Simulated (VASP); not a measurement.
# BPb (P6_3mc) in VASP: further runs

BPb is run at these levels: PBE; tasks: single point, relaxation of cell and atoms.

All numbers are computed with VASP 6.6.1; they aren't measurements. Logs are shortened: lines on timing, memory, paths and dates and some standing lists are left out, and cuts for length are marked.

### Step 1. The cell of the first run

Symmetry: P6_3mc, No. 186, hexagonal system. The conventional cell has a = 3.826 Å, b = 3.826 Å, c = 6.608 Å, α = 90.00°, β = 90.00°, γ = 120.00°. B (site symmetry 3m) has 4 Pb at 2.35 to 2.41 Å within 3.1 Å. Pb (site symmetry 3m) has 4 B at 2.35 to 2.41 Å within 3.1 Å.

### Step 2. Single point, PBE

Contents of INCAR:

```
SYSTEM = BPb
PREC = Accurate
ENCUT = 520
EDIFF = 1E-7
ISMEAR = 0
SIGMA = 0.1
LREAL = .FALSE.
LASPH = .TRUE.
NELM = 80
ALGO = Normal
ISIF = 2
LWAVE = .FALSE.
LCHARG = .FALSE.
GGA = PE
NBANDS = 25
```

Contents of KPOINTS:

```
regular mesh
0
G
  12 12 8
  0 0 0
```

Contents of POSCAR:

```
BPb
1.0
    3.8256866622      0.0000000000      0.0000000000
   -1.9128433311      3.3131418364      0.0000000000
    0.0000000000      0.0000000000      6.6083210231
B Pb
2 2
Direct
    0.3333333333      0.6666666667      0.0131492878
    0.6666666667      0.3333333333      0.5131492878
    0.3333333333      0.6666666667      0.3689507122
    0.6666666667      0.3333333333      0.8689507122
```

Potentials or basis: VASP PAW PBE potentials, release 64 (B, Pb_d).

Launch:

```sh
cat potpaw_PBE.64/B/POTCAR potpaw_PBE.64/Pb_d/POTCAR > POTCAR
mpirun -np 1 vasp_std > vasp.out
```

OUTCAR:

```text
SYSTEM = BPb
   PREC = Accurate
   ENCUT = 520
   EDIFF = 1E-7
   ISMEAR = 0
   LREAL = .FALSE.
   LASPH = .TRUE.
   NELM = 80
   ISIF = 2
   GGA = PE

 ion  position               nearest neighbor table
   1  0.333  0.667  0.013-   3 2.35   4 2.41   4 2.41   4 2.41
   2  0.667  0.333  0.513-   4 2.35   3 2.41   3 2.41   3 2.41
   3  0.333  0.667  0.369-   1 2.35   2 2.41   2 2.41   2 2.41   4 3.97   4 3.97   4 3.97   4 3.97
                             4 3.97   4 3.97
   4  0.667  0.333  0.869-   2 2.35   1 2.41   1 2.41   1 2.41   3 3.97   3 3.97   3 3.97   3 3.97
                             3 3.97   3 3.97

  LATTYP: Found a hexagonal cell.
 ALAT       =     3.8256866622
 C/A-ratio  =     1.7273555329

  Lattice vectors:

 A1 = (   3.8256866622,   0.0000000000,   0.0000000000)
 A2 = (  -1.9128433311,   3.3131418364,   0.0000000000)
 A3 = (   0.0000000000,   0.0000000000,   6.6083210231)

Analysis of symmetry for initial positions (statically):
=====================================================================
 Subroutine PRICEL returns:
 Original cell was already a primitive cell.

 Routine SETGRP: Setting up the symmetry group for a
 hexagonal supercell.

 Subroutine GETGRP returns: Found 12 space group operations
 (whereof  6 operations were pure point group operations)
 out of a pool of 24 trial point group operations.

The static configuration has the point symmetry C_3v.
 The point group associated with its full space group is C_6v.

Analysis of symmetry for dynamics (positions and initial velocities):
=====================================================================
 Subroutine PRICEL returns:
 Original cell was already a primitive cell.

 Routine SETGRP: Setting up the symmetry group for a
 hexagonal supercell.

 Subroutine GETGRP returns: Found 12 space group operations
 (whereof  6 operations were pure point group operations)
 out of a pool of 24 trial point group operations.

The dynamic configuration has the point symmetry C_3v.
 The point group associated with its full space group is C_6v.

 Subroutine INISYM returns: Found 12 space group operations
 (whereof  6 operations are pure point group operations),
 and found     1 'primitive' translations

----------------------------------------------------------------------------------------

                                     Primitive cell

  volume of cell :      83.7608

  direct lattice vectors                    reciprocal lattice vectors
     3.825686662  0.000000000  0.000000000     0.261390984  0.150914155  0.000000000
    -1.912843331  3.313141836  0.000000000     0.000000000  0.301828310  0.000000000
     0.000000000  0.000000000  6.608321023     0.000000000  0.000000000  0.151324368

  length of vectors
     3.825686662  3.825686662  6.608321023     0.301828310  0.301828310  0.151324368

  position of ions in fractional coordinates (direct lattice)
     0.333333333  0.666666667  0.013149288
     0.666666667  0.333333333  0.513149288
     0.333333333  0.666666667  0.368950712
     0.666666667  0.333333333  0.868950712

  ion indices of the primitive-cell ions
   primitive index   ion index
                 1           1
                 2           2
                 3           3
                 4           4

----------------------------------------------------------------------------------------

 KPOINTS: regular mesh

Automatic generation of k-mesh.
 Grid dimensions read from file:
 generate k-points for:   12   12    8

 Generating k-lattice:

  Cartesian coordinates                     Fractional coordinates (reciprocal lattice)
     0.021782582  0.012576180  0.000000000     0.083333333  0.000000000  0.000000000
     0.000000000  0.025152359  0.000000000     0.000000000  0.083333333  0.000000000
     0.000000000  0.000000000  0.018915546     0.000000000  0.000000000  0.125000000

  Length of vectors
     0.025152359  0.025152359  0.018915546

  Shift w.r.t. Gamma in fractional coordinates (k-lattice)
     0.000000000  0.000000000  0.000000000

 Subroutine IBZKPT returns following result:
 ===========================================

 Found     95 irreducible k-points:

 Following reciprocal coordinates:
            Coordinates               Weight
  0.000000  0.000000  0.000000      1.000000
  0.083333  0.000000  0.000000      6.000000
  0.166667  0.000000  0.000000      6.000000
  0.250000  0.000000  0.000000      6.000000
  0.333333  0.000000  0.000000      6.000000
  0.416667  0.000000  0.000000      6.000000
[... 16 lines left out ...]
  0.250000  0.000000  0.125000     12.000000
  0.333333  0.000000  0.125000     12.000000
 [... further k-points ...]
   k-points           NKPTS =     95   k-points in BZ     NKDIM =     95   number of bands    NBANDS=     25
   number of dos      NEDOS =    301   number of ions     NIONS =      4
   total plane-waves  NPLWV =  39200
   dimension x,y,z NGX =    28 NGY =   28 NGZ =   50
   dimension x,y,z NGXF=    56 NGYF=   56 NGZF=  100
   ions per type =               2   2
   NGX,Y,Z   is equivalent  to a cutoff of  12.17, 12.17, 12.58 a.u.
   NGXF,Y,Z  is equivalent  to a cutoff of  24.33, 24.33, 25.16 a.u.
 SYSTEM =  BPb
   PREC   = accura    normal or accurate (medium, high low for compatibility)
   ISTART =      0    job   : 0-new  1-cont  2-samecut
   ICHARG =      2    charge: 1-file 2-atom 10-const
   ISPIN  =      1    spin polarized calculation?
   LNONCOLLINEAR =      F non collinear calculations
   LSORBIT =      F    spin-orbit coupling
   LASPH  =      T    aspherical Exc in radial PAW
   ENCUT  =  520.0 eV  38.22 Ry    6.18 a.u.   7.11  7.11 12.29*2*pi/ulx,y,z
   NELM   =     80;   NELMIN=  2; NELMDL= -5     # of ELM steps
   EDIFF  = 0.1E-06   stopping-criterion for ELM
   LREAL  =      F    real-space projection
   EDIFFG = 0.1E-05   stopping-criterion for IOM
   NSW    =      0    number of steps for IOM
   IBRION =     -1    ionic relax: 0-MD 1-quasi-New 2-CG
   NFREE  =      0    steps in history (QN), initial steepest desc. (CG)
   ISIF   =      2    stress and relaxation
   ISYM   =      2    0-nonsym 1-usesym 2-fastsym
   POTIM  = 0.5000    time-step for ionic-motion
   TEBEG  =    0.0;   TEEND  =   0.0 temperature during run
   PSTRESS=    0.0 pullay stress
   NELECT =      34.0000    total number of electrons
   NUPDOWN=      -1.0000    fix difference up-down
   EMIN   =  10.00;   EMAX   =-10.00  energy-range for DOS
   EFERMI =   0.00;   METHOD = LEGACY
   ISMEAR =     0;   SIGMA  =   0.10  broadening in eV -4-tet -1-fermi 0-gaus
   EFERMI_NEDOS =   21; number of points for ismear=-14 and -15
   IALGO  =     38    algorithm
   IMIX   =      4    mixing-type and parameters
     AMIX     =   0.40;   BMIX     =  1.00
     AMIX_MAG =   1.60;   BMIX_MAG =  1.00
  volume/ion in A,a.u.               =      20.94       141.31
  Fermi-wavevector in a.u.,A,eV,Ry     =   1.212144  2.290620 19.990952  1.469294
  Thomas-Fermi vector in A             =   2.347637
   LORBIT       =      0    0 simple, 1 ext, 2 COOP (PROOUT), +10 PAW based schemes
   GGA     = PE    functional components
   LHFCALC =     F    Hartree Fock is set to
   AEXX    =    0.0000 exact exchange contribution
   IVDW    =     0    specifies the selected vdW correction
   LEPSILON=     F    determine dielectric tensor
   LRPA    =     F    only Hartree local field effects (RPA)
 non-spin polarized calculation
 Gauss-broadening in eV      SIGMA  =   0.10
  energy-cutoff  :      520.00
  volume of cell :       83.76
 maximum number of plane-waves:      2286
   NGX = 15   NGY = 15   NGZ = 25

 number of electron      34.0000000 magnetization

 Free energy of the ion-electron system (eV)
  ---------------------------------------------------
  ext. energy  EPLUGINS =         0.00000000
  ---------------------------------------------------
  free energy    TOTEN  =       -15.83261592 eV

  energy without entropy =      -15.82239200  energy(sigma->0) =      -15.82750396

 E-fermi :   5.1168     XC(G=0):  -9.8871

 val. band max:        5.1104928745   @ k =   0.2500   0.0833   0.2500
 cond. band min:       5.1248637203   @ k =   0.0833   0.0000   0.1250
 fundamental gap:      0.0143708458
 Fermi energy:         5.1167550765

 k-point     1 :       0.0000    0.0000    0.0000
  band No.  band energies     occupation
      1     -11.1151      2.00000
      2     -11.1092      2.00000
      3     -11.1092      2.00000
      4     -11.1091      2.00000
      5     -11.0877      2.00000
      6     -11.0877      2.00000
[... 17 lines left out ...]
     24      12.4617      0.00000
     25      12.4617      0.00000

 k-point     2 :       0.0833    0.0000    0.0000
  band No.  band energies     occupation
      1     -11.1210      2.00000
      2     -11.1119      2.00000
      3     -11.1077      2.00000
      4     -11.1018      2.00000
      5     -11.0790      2.00000
      6     -11.0746      2.00000
[... 17 lines left out ...]
     24      12.2295      0.00000
     25      12.6895      0.00000

 k-point     3 :       0.1667    0.0000    0.0000
  band No.  band energies     occupation
      1     -11.1415      2.00000
      2     -11.1177      2.00000
      3     -11.0924      2.00000
      4     -11.0831      2.00000
      5     -11.0556      2.00000
      6     -11.0488      2.00000
[... 17 lines left out ...]
     24      12.2832      0.00000
     25      13.1351      0.00000

 k-point     4 :       0.2500    0.0000    0.0000
  band No.  band energies     occupation
      1     -11.1643      2.00000
      2     -11.1296      2.00000
      3     -11.0724      2.00000
      4     -11.0633      2.00000
      5     -11.0245      2.00000
      6     -11.0200      2.00000
[... 17 lines left out ...]
     24      12.8958      0.00000
     25      13.1993      0.00000
[... 477 lines left out ...]
 k-point    22 :       0.1667    0.0000    0.1250
  band No.  band energies     occupation
      1     -11.1411      2.00000
      2     -11.1199      2.00000
      3     -11.0902      2.00000
      4     -11.0823      2.00000
      5     -11.0568      2.00000
      6     -11.0505      2.00000
[... 17 lines left out ...]
     24      12.1523      0.00000
     25      13.1467      0.00000

 k-point    23 :       0.2500    0.0000    0.1250
  band No.  band energies     occupation
      1     -11.1634      2.00000
      2     -11.1320      2.00000
      3     -11.0713      2.00000
      4     -11.0616      2.00000
      5     -11.0258      2.00000
      6     -11.0228      2.00000
[... 17 lines left out ...]
     24      12.7455      0.00000
     25      13.2916      0.00000

 k-point    24 :       0.3333    0.0000    0.1250
  band No.  band energies     occupation
      1     -11.1836      2.00000
      2     -11.1462      2.00000
      3     -11.0590      2.00000
      4     -11.0495      2.00000
      5     -11.0038      2.00000
      6     -10.9969      2.00000
[... 17 lines left out ...]
     24      12.8699      0.00000
     25      13.4989      0.00000

 [... further k-points ...]

------------------------ aborting loop because EDIFF is reached ----------------------------------------

  FORCE on cell =-STRESS in cart. coord.  units (eV):
  Direction    XX          YY          ZZ          XY          YZ          ZX
  --------------------------------------------------------------------------------------
  -------------------------------------------------------------------------------------
  Total       -0.0427187     -0.0427187     -0.0262678      0.0000000      0.0000000      0.0000000
  in kB       -0.8171239     -0.8171239     -0.5024517      0.0000000      0.0000000      0.0000000
  external PRESSURE =      -0.7122331 kB  Pullay stress =       0.0000000 kB

 VOLUME and BASIS-vectors are now :
 -----------------------------------------------------------------------------
  energy-cutoff  :      520.00
  volume of cell :       83.76
      direct lattice vectors                 reciprocal lattice vectors
     3.825686662  0.000000000  0.000000000     0.261390984  0.150914155  0.000000000
    -1.912843331  3.313141836  0.000000000     0.000000000  0.301828310  0.000000000
     0.000000000  0.000000000  6.608321023     0.000000000  0.000000000  0.151324368

 POSITION                                       TOTAL-FORCE (eV/Angst)
 -----------------------------------------------------------------------------------
     -0.00000      2.20876      0.08689        -0.000000     -0.000000      0.005358
      1.91284      1.10438      3.39106        -0.000000     -0.000000      0.005358
     -0.00000      2.20876      2.43814        -0.000000      0.000000     -0.005358
      1.91284      1.10438      5.74231         0.000000      0.000000     -0.005358
 -----------------------------------------------------------------------------------
    total drift:                               -0.000000     -0.000000      0.000061

  FREE ENERGIE OF THE ION-ELECTRON SYSTEM (eV)
  ---------------------------------------------------
  free  energy   TOTEN  =       -15.8326159177 eV

  energy  without entropy=      -15.8223919967  energy(sigma->0) =      -15.82750396
```

Wall time 3.6 min (1 thread of Intel Xeon 6975P-C (Granite Rapids), shared host); peak memory 0.3 GiB.

What came out:

| Property | Result |
| --- | --- |
| Free energy | -15.8326 eV |
| Pressure | -0.1 GPa |
| Largest force | 0.005 eV/Å |
| Band gap on the k mesh | zero (bands 17 and 18 overlap by 3.64 eV) |

Forces in eV/Å, atoms in the order of the input:
```
B    0.000  0.000  0.005
B    0.000  0.000  0.005
Pb   0.000  0.000 -0.005
Pb   0.000  0.000 -0.005
```

Caveat: spin-orbit coupling is left out, which moves the levels of the heavy elements.

### Step 3. Relaxation of cell and atoms, PBE

This run uses another cell than the first one, of 20.53 Å³/atom.

Contents of INCAR:

```
SYSTEM = BPb
PREC     = Accurate       ! precision mode
ENCUT    = 600            ! plane-wave cutoff, eV
EDIFF    = 1E-7           ! SCF threshold, eV
ISMEAR   = 0              ! smearing method
SIGMA    = 0.1            ! smearing width, eV
LREAL    = .False.        ! projectors in reciprocal space
LASPH    = .True.         ! aspherical terms in the spheres
NELM     = 80             ! most SCF steps
ALGO     = Normal         ! electronic algorithm
ISIF     = 3              ! what is computed and relaxed
LWAVE    = .False.        ! write WAVECAR
LCHARG   = .False.        ! write CHGCAR
GGA      = PE             ! functional
IBRION   = 2              ! ionic algorithm
NSW      = 100            ! ionic steps
EDIFFG   = -0.01          ! ionic threshold
```

Contents of KPOINTS:

```
regular mesh
0
Gamma
  12 12 8
  0 0 0
```

Contents of POSCAR:

```
BPb
1.0
    3.8973472713      0.0000000000      0.0000000000
   -1.9486736356      3.3752017443      0.0000000000
    0.0000000000      0.0000000000      6.2414672540
B Pb
2 2
Direct
    0.3333333333      0.6666666667      0.0000000000
    0.6666666667      0.3333333333      0.5000000000
    0.3333333333      0.6666666667      0.3821000000
    0.6666666667      0.3333333333      0.8821000000
```

Potentials or basis: VASP PAW PBE potentials, release 64 (B, Pb_d).

Launch:

```sh
cat potpaw_PBE.64/B/POTCAR potpaw_PBE.64/Pb_d/POTCAR > POTCAR
mpirun -np 1 vasp_std > vasp.out
```

Wall time 18 min (1 thread of Intel Xeon 6975P-C (Granite Rapids), shared host); peak memory 0.36 GiB.

It converged, with:

| Item | Value |
| --- | --- |
| Free energy | -15.8330 eV |
| Relaxed volume | 20.93 Å³/atom |
| Relaxed cell | a = 3.825 Å, b = 3.825 Å, c = 6.607 Å, α = 90.00°, β = 90.00°, γ = 120.00° |
| Space group after relaxing (to 0.1 Å) | P6_3mc (No. 186) |
| Energy gained by relaxing | 21.3 meV/atom |
| Ionic steps | 11 |
| Pressure after relaxing | 0.0 GPa |
| Largest force after relaxing | 0.006 eV/Å |
| Band gap on the k mesh | zero (bands 17 and 18 overlap by 3.64 eV) |

Forces on the atoms (eV/Å):
```
B    0.000  0.000 -0.006
B    0.000  0.000 -0.006
Pb   0.000  0.000  0.006
Pb   0.000  0.000  0.006
```

Stress tensor (GPa, compression positive):
```
-0.05  0.00  0.00
 0.00 -0.05  0.00
 0.00  0.00  0.06
```

Step by step:
| step | energy change (eV) | largest force (eV/Å) | pressure (GPa) | volume (Å³) |
| --- | --- | --- | --- | --- |
| 1 | 0.0000 | 0.1304 | 1.90 | 82.10 |
| 2 | -0.0196 | 0.1513 | -0.38 | 85.03 |
| 3 | -0.0196 | 0.1512 | -0.34 | 84.96 |
| 4 | -0.0274 | 0.1705 | -0.37 | 84.97 |
| 5 | -0.0549 | 0.1742 | -0.55 | 84.98 |
| 6 | -0.0808 | 0.0801 | -0.88 | 84.94 |
| 7 | -0.0813 | 0.0199 | 0.53 | 82.83 |
| 8 | -0.0839 | 0.0503 | -0.18 | 83.82 |
| 9 | -0.0848 | 0.0237 | -0.06 | 83.72 |
| 10 | -0.0851 | 0.0054 | 0.06 | 83.60 |
| 11 | -0.0851 | 0.0063 | -0.01 | 83.73 |

Final structure:
```
CELL_PARAMETERS angstrom
3.82537 0.00000 0.00000
-1.91269 3.31287 0.00000
0.00000 0.00000 6.60720
ATOMIC_POSITIONS crystal
B 0.33333 0.66667 0.01327
B 0.66667 0.33333 0.51327
Pb 0.33333 0.66667 0.36883
Pb 0.66667 0.33333 0.86883
```

Levels at points of the mesh, in eV from the Fermi level:
| k point | band 13 | band 14 | band 15 | band 16 | band 17 | band 18 | band 19 | band 20 | band 21 |
| --- | --- | --- | --- | --- | --- | --- | --- | --- | --- |
| (0.00, 0.00, 0.00) | -6.06 | 0.63 | 0.63 | 1.26 | 2.12 | 2.12 | 2.35 | 3.05 | 5.40 |
| (0.50, 0.00, 0.00) | -5.86 | -4.45 | -3.16 | -1.25 | -1.18 | 0.63 | 3.12 | 3.62 | 4.77 |
| (0.00, 0.00, 0.50) | -2.99 | -2.99 | 1.26 | 1.26 | 1.26 | 1.26 | 3.52 | 3.52 | 6.34 |
| (0.50, 0.00, 0.50) | -5.65 | -5.65 | -1.04 | -1.04 | -0.43 | -0.43 | 2.58 | 2.58 | 4.74 |

Caveat: spin-orbit coupling is left out, which moves the levels of the heavy elements.
